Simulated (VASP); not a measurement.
# SiC (Moissanite 3C) (F-43m) in VASP: a series of runs

Runs on SiC (Moissanite 3C). Level: PBE. Tasks: single point.

Everything below comes from runs of VASP 6.6.1. Logs are shortened: lines on timing, memory, paths and dates and some standing lists are left out, and cuts for length are marked.

**What was measured.**

From “Insight into the structural, elastic and electronic properties of a new orthorhombic 6O-SiC polytype”, 2020, pmc:7200658, for a bulk crystal of SiC: band gap 2.4 eV (indirect).

The results are compared with them further down.

## (1) The cell of the first run

Symmetry: F-43m, No. 216, cubic system. The conventional cell has a = 4.380 Å, b = 4.380 Å, c = 4.380 Å, α = 90.00°, β = 90.00°, γ = 90.00°. Within 2.5 Å of Si (site symmetry -43m) lie 4 C at 1.90 Å. Within 2.5 Å of C (site symmetry -43m) lie 4 Si at 1.90 Å.

## (2) Single point, PBE

Contents of INCAR:

```
SYSTEM = SiC
PREC = Accurate
ENCUT = 520
EDIFF = 1E-6
ISMEAR = 0
SIGMA = 0.05
LREAL = .FALSE.
LASPH = .TRUE.
NELM = 60
ALGO = Normal
ISIF = 2
LWAVE = .FALSE.
LCHARG = .FALSE.
GGA = PE
NBANDS = 11
```

Contents of KPOINTS:

```
regular mesh
0
G
  8 8 8
  0 0 0
```

Contents of POSCAR:

```
SiC
1.0
    0.0000000000      2.1898801824      2.1898801824
    2.1898801824      0.0000000000      2.1898801824
    2.1898801824      2.1898801824      0.0000000000
Si C
1 1
Direct
    0.0000000000      0.0000000000      0.0000000000
    0.2500000000      0.2500000000      0.2500000000
```

Potentials or basis: VASP PAW PBE potentials, release 64 (Si, C).

On the command line:

```bash
$ cat potpaw_PBE.64/Si/POTCAR potpaw_PBE.64/C/POTCAR > POTCAR
$ mpirun -np 1 vasp_std > vasp.out
```

OUTCAR:

```text
SYSTEM = SiC
   PREC = Accurate
   ENCUT = 520
   EDIFF = 1E-6
   ISMEAR = 0
   LREAL = .FALSE.
   LASPH = .TRUE.
   NELM = 60
   ISIF = 2
   GGA = PE

 ion  position               nearest neighbor table
   1  0.000  0.000  0.000-   2 1.90   2 1.90   2 1.90   2 1.90
   2  0.250  0.250  0.250-   1 1.90   1 1.90   1 1.90   1 1.90

  LATTYP: Found a face centered cubic cell.
 ALAT       =     4.3797603648

  Lattice vectors:

 A1 = (   0.0000000000,   2.1898801824,   2.1898801824)
 A2 = (   2.1898801824,   0.0000000000,   2.1898801824)
 A3 = (   2.1898801824,   2.1898801824,   0.0000000000)

Analysis of symmetry for initial positions (statically):
=====================================================================
 Subroutine PRICEL returns:
 Original cell was already a primitive cell.

 Routine SETGRP: Setting up the symmetry group for a
 face centered cubic supercell.

 Subroutine GETGRP returns: Found 24 space group operations
 (whereof 24 operations were pure point group operations)
 out of a pool of 48 trial point group operations.

The static configuration has the point symmetry T_d .

Analysis of symmetry for dynamics (positions and initial velocities):
=====================================================================
 Subroutine PRICEL returns:
 Original cell was already a primitive cell.

 Routine SETGRP: Setting up the symmetry group for a
 face centered cubic supercell.

 Subroutine GETGRP returns: Found 24 space group operations
 (whereof 24 operations were pure point group operations)
 out of a pool of 48 trial point group operations.

The dynamic configuration has the point symmetry T_d .

 Subroutine INISYM returns: Found 24 space group operations
 (whereof 24 operations are pure point group operations),
 and found     1 'primitive' translations

----------------------------------------------------------------------------------------

                                     Primitive cell

  volume of cell :      21.0035

  direct lattice vectors                    reciprocal lattice vectors
     0.000000000  2.189880182  2.189880182    -0.228322994  0.228322994  0.228322994
     2.189880182  0.000000000  2.189880182     0.228322994 -0.228322994  0.228322994
     2.189880182  2.189880182  0.000000000     0.228322994  0.228322994 -0.228322994

  length of vectors
     3.096958254  3.096958254  3.096958254     0.395467026  0.395467026  0.395467026

  position of ions in fractional coordinates (direct lattice)
     0.000000000  0.000000000  0.000000000
     0.250000000  0.250000000  0.250000000

  ion indices of the primitive-cell ions
   primitive index   ion index
                 1           1
                 2           2

----------------------------------------------------------------------------------------

 KPOINTS: regular mesh

Automatic generation of k-mesh.
 Grid dimensions read from file:
 generate k-points for:    8    8    8

 Generating k-lattice:

  Cartesian coordinates                     Fractional coordinates (reciprocal lattice)
    -0.028540374  0.028540374  0.028540374     0.125000000  0.000000000  0.000000000
     0.028540374 -0.028540374  0.028540374     0.000000000  0.125000000  0.000000000
     0.028540374  0.028540374 -0.028540374     0.000000000  0.000000000  0.125000000

  Length of vectors
     0.049433378  0.049433378  0.049433378

  Shift w.r.t. Gamma in fractional coordinates (k-lattice)
     0.000000000  0.000000000  0.000000000

 Subroutine IBZKPT returns following result:
 ===========================================

 Found     29 irreducible k-points:

 Following reciprocal coordinates:
            Coordinates               Weight
  0.000000  0.000000  0.000000      1.000000
  0.125000  0.000000  0.000000      8.000000
  0.250000  0.000000  0.000000      8.000000
  0.375000  0.000000  0.000000      8.000000
  0.500000  0.000000  0.000000      4.000000
  0.125000  0.125000  0.000000      6.000000
[... 16 lines left out ...]
  0.500000  0.250000  0.125000     48.000000
 -0.375000  0.250000  0.125000     24.000000
 [... further k-points ...]
   k-points           NKPTS =     29   k-points in BZ     NKDIM =     29   number of bands    NBANDS=     11
   number of dos      NEDOS =    301   number of ions     NIONS =      2
   total plane-waves  NPLWV =  13824
   dimension x,y,z NGX =    24 NGY =   24 NGZ =   24
   dimension x,y,z NGXF=    48 NGYF=   48 NGZF=   48
   ions per type =               1   1
   NGX,Y,Z   is equivalent  to a cutoff of  12.88, 12.88, 12.88 a.u.
   NGXF,Y,Z  is equivalent  to a cutoff of  25.77, 25.77, 25.77 a.u.
 SYSTEM =  SiC
   PREC   = accura    normal or accurate (medium, high low for compatibility)
   ISTART =      0    job   : 0-new  1-cont  2-samecut
   ICHARG =      2    charge: 1-file 2-atom 10-const
   ISPIN  =      1    spin polarized calculation?
   LNONCOLLINEAR =      F non collinear calculations
   LSORBIT =      F    spin-orbit coupling
   LASPH  =      T    aspherical Exc in radial PAW
   ENCUT  =  520.0 eV  38.22 Ry    6.18 a.u.   5.76  5.76  5.76*2*pi/ulx,y,z
   NELM   =     60;   NELMIN=  2; NELMDL= -5     # of ELM steps
   EDIFF  = 0.1E-05   stopping-criterion for ELM
   LREAL  =      F    real-space projection
   EDIFFG = 0.1E-04   stopping-criterion for IOM
   NSW    =      0    number of steps for IOM
   IBRION =     -1    ionic relax: 0-MD 1-quasi-New 2-CG
   NFREE  =      0    steps in history (QN), initial steepest desc. (CG)
   ISIF   =      2    stress and relaxation
   ISYM   =      2    0-nonsym 1-usesym 2-fastsym
   POTIM  = 0.5000    time-step for ionic-motion
   TEBEG  =    0.0;   TEEND  =   0.0 temperature during run
   PSTRESS=    0.0 pullay stress
   NELECT =       8.0000    total number of electrons
   NUPDOWN=      -1.0000    fix difference up-down
   EMIN   =  10.00;   EMAX   =-10.00  energy-range for DOS
   EFERMI =   0.00;   METHOD = LEGACY
   ISMEAR =     0;   SIGMA  =   0.05  broadening in eV -4-tet -1-fermi 0-gaus
   EFERMI_NEDOS =   21; number of points for ismear=-14 and -15
   IALGO  =     38    algorithm
   IMIX   =      4    mixing-type and parameters
     AMIX     =   0.40;   BMIX     =  1.00
     AMIX_MAG =   1.60;   BMIX_MAG =  1.00
  volume/ion in A,a.u.               =      10.50        70.87
  Fermi-wavevector in a.u.,A,eV,Ry     =   1.186701  2.242539 19.160516  1.408258
  Thomas-Fermi vector in A             =   2.322868
   LORBIT       =      0    0 simple, 1 ext, 2 COOP (PROOUT), +10 PAW based schemes
   GGA     = PE    functional components
   LHFCALC =     F    Hartree Fock is set to
   AEXX    =    0.0000 exact exchange contribution
   IVDW    =     0    specifies the selected vdW correction
   LEPSILON=     F    determine dielectric tensor
   LRPA    =     F    only Hartree local field effects (RPA)
 non-spin polarized calculation
 Gauss-broadening in eV      SIGMA  =   0.05
  energy-cutoff  :      520.00
  volume of cell :       21.00
 maximum number of plane-waves:       588
   NGX = 11   NGY = 11   NGZ = 11

 number of electron       8.0000001 magnetization

 Free energy of the ion-electron system (eV)
  ---------------------------------------------------
  ext. energy  EPLUGINS =         0.00000000
  ---------------------------------------------------
  free energy    TOTEN  =       -15.05979482 eV

  energy without entropy =      -15.05979482  energy(sigma->0) =      -15.05979482

 E-fermi :   8.1474     XC(G=0): -11.2908

 val. band max:        7.9411715886   @ k =   0.0000   0.0000   0.0000
 cond. band min:       9.3109261137   @ k =   0.5000   0.5000   0.0000
 fundamental gap:      1.3697545251
 Fermi energy:         8.1473985292

 k-point     1 :       0.0000    0.0000    0.0000
  band No.  band energies     occupation
      1      -7.3457      2.00000
      2       7.9412      2.00000
      3       7.9412      2.00000
      4       7.9412      2.00000
      5      13.9999      0.00000
      6      15.1446      0.00000
      7      15.1446      0.00000
      8      15.1446      0.00000
      9      22.3599      0.00000
     10      22.3599      0.00000
     11      24.1901      0.00000

 k-point     2 :       0.1250    0.0000    0.0000
  band No.  band energies     occupation
      1      -7.0448      2.00000
      2       6.4615      2.00000
      3       7.7409      2.00000
      4       7.7409      2.00000
      5      14.2693      0.00000
      6      15.4935      0.00000
      7      15.4935      0.00000
      8      15.6429      0.00000
      9      21.1567      0.00000
     10      21.1567      0.00000
     11      23.8769      0.00000

 k-point     3 :       0.2500    0.0000    0.0000
  band No.  band energies     occupation
      1      -6.1649      2.00000
      2       3.6756      2.00000
      3       7.3373      2.00000
      4       7.3373      2.00000
      5      13.7981      0.00000
      6      15.7557      0.00000
      7      15.7557      0.00000
      8      17.1615      0.00000
      9      20.9777      0.00000
     10      20.9777      0.00000
     11      22.9519      0.00000

 k-point     4 :       0.3750    0.0000    0.0000
  band No.  band energies     occupation
      1      -4.8300      2.00000
      2       0.9680      2.00000
      3       7.0113      2.00000
      4       7.0113      2.00000
      5      13.3832      0.00000
      6      15.3523      0.00000
      7      15.3523      0.00000
      8      17.8644      0.00000
      9      22.9282      0.00000
     10      22.9282      0.00000
     11      23.3105      0.00000
[... 239 lines left out ...]
 k-point    22 :       0.3750    0.2500    0.1250
  band No.  band energies     occupation
      1      -5.4003      2.00000
      2       3.4739      2.00000
      3       5.1092      2.00000
      4       6.6738      2.00000
      5      13.2555      0.00000
      6      15.4620      0.00000
      7      16.3013      0.00000
      8      17.8853      0.00000
      9      20.0617      0.00000
     10      23.8085      0.00000
     11      27.2012      0.00000

 k-point    23 :       0.5000    0.2500    0.1250
  band No.  band energies     occupation
      1      -4.1185      2.00000
      2       1.4719      2.00000
      3       4.3719      2.00000
      4       6.0347      2.00000
      5      13.2099      0.00000
      6      15.4278      0.00000
      7      17.0211      0.00000
      8      18.2739      0.00000
      9      21.1893      0.00000
     10      24.2867      0.00000
     11      27.0960      0.00000

 k-point    24 :      -0.3750    0.2500    0.1250
  band No.  band energies     occupation
      1      -3.1937      2.00000
      2       0.1812      2.00000
      3       4.2573      2.00000
      4       5.7044      2.00000
      5      13.1570      0.00000
      6      15.1120      0.00000
      7      17.9647      0.00000
      8      18.8154      0.00000
      9      21.2185      0.00000
     10      24.0292      0.00000
     11      27.0883      0.00000

 [... further k-points ...]
[... 5 lines left out ...]
  --------------------------------------------------------------------------------------
  -------------------------------------------------------------------------------------
  Total       -0.0060604     -0.0060604     -0.0060604      0.0000000      0.0000000      0.0000000
  in kB       -0.4622968     -0.4622968     -0.4622968      0.0000000      0.0000000      0.0000000
  external PRESSURE =      -0.4622968 kB  Pullay stress =       0.0000000 kB

 VOLUME and BASIS-vectors are now :
 -----------------------------------------------------------------------------
  energy-cutoff  :      520.00
  volume of cell :       21.00
      direct lattice vectors                 reciprocal lattice vectors
     0.000000000  2.189880182  2.189880182    -0.228322994  0.228322994  0.228322994
     2.189880182  0.000000000  2.189880182     0.228322994 -0.228322994  0.228322994
     2.189880182  2.189880182  0.000000000     0.228322994  0.228322994 -0.228322994

 POSITION                                       TOTAL-FORCE (eV/Angst)
 -----------------------------------------------------------------------------------
      0.00000      0.00000      0.00000         0.000000      0.000000      0.000000
      1.09494      1.09494      1.09494        -0.000000     -0.000000     -0.000000
 -----------------------------------------------------------------------------------
    total drift:                                0.000000      0.000000      0.000000

  FREE ENERGIE OF THE ION-ELECTRON SYSTEM (eV)
  ---------------------------------------------------
  free  energy   TOTEN  =       -15.0597948246 eV

  energy  without entropy=      -15.0597948246  energy(sigma->0) =      -15.05979482
```

Wall time 4.6 s (1 thread of AMD EPYC 7R13 (Zen 3), shared host); peak memory 0.1 GiB.

What came out:

* Free energy: -15.0598 eV
* Pressure: 0.0 GPa
* Band gap on the k mesh: 1.37 eV, indirect (least direct gap 4.53 eV)

## (3) Single point, PBE

This run uses another cell than the first one, of 10.40 Å³/atom, 0.991 times its volume.

Contents of INCAR:

```
PREC     = Accurate       # precision mode
ENCUT    = 520            # plane-wave cutoff, eV
EDIFF    = 1E-6           # SCF threshold, eV
ISMEAR   = 0              # smearing method
SIGMA    = 0.05           # smearing width, eV
LREAL    = F              # projectors in reciprocal space
LASPH    = T              # aspherical terms in the spheres
NELM     = 100            # most SCF steps
ALGO     = Normal         # electronic algorithm
ISIF     = 2              # what is computed and relaxed
LWAVE    = F              # write WAVECAR
LCHARG   = F              # write CHGCAR
GGA      = PE             # functional
NBANDS   = 11             # bands
```

Contents of KPOINTS:

```
Automatic mesh
0
Gamma
  8 8 8
```

Contents of POSCAR:

```
SiC
1.0
    0.0000000000      2.1830665347      2.1830665347
    2.1830665347      0.0000000000      2.1830665347
    2.1830665347      2.1830665347      0.0000000000
Si C
1 1
Direct
    0.0000000000      0.0000000000      0.0000000000
    0.2500000000      0.2500000000      0.2500000000
```

Potentials or basis: VASP PAW PBE potentials, release 64 (Si, C).

On the command line:

```bash
$ cat potpaw_PBE.64/Si/POTCAR potpaw_PBE.64/C/POTCAR > POTCAR
$ mpirun -np 1 vasp_std > vasp.out
```

It took 4.6 s on 1 thread of AMD EPYC 7R13 (Zen 3), shared host; peak memory 0.1 GiB.

The run converged. Its results:

| Property | Result |
| --- | --- |
| Free energy | -15.0586 eV |
| Pressure | 2.0 GPa |
| Band gap on the k mesh | 1.36 eV, indirect (least direct gap 4.54 eV) |

Levels at points of the mesh, in eV from the valence-band top:
| k point | band 2 | band 3 | band 4 | band 5 | band 6 | band 7 |
| --- | --- | --- | --- | --- | --- | --- |
| (0.00, 0.00, 0.00) | 0.00 | 0.00 | 0.00 | 6.17 | 7.27 | 7.27 |
| (0.50, 0.00, 0.00) | -8.50 | -1.05 | -1.05 | 5.38 | 7.20 | 7.20 |
| (0.50, 0.50, 0.00) | -7.78 | -3.17 | -3.17 | 1.36 | 4.30 | 13.97 |

[end of part 1 of 2]
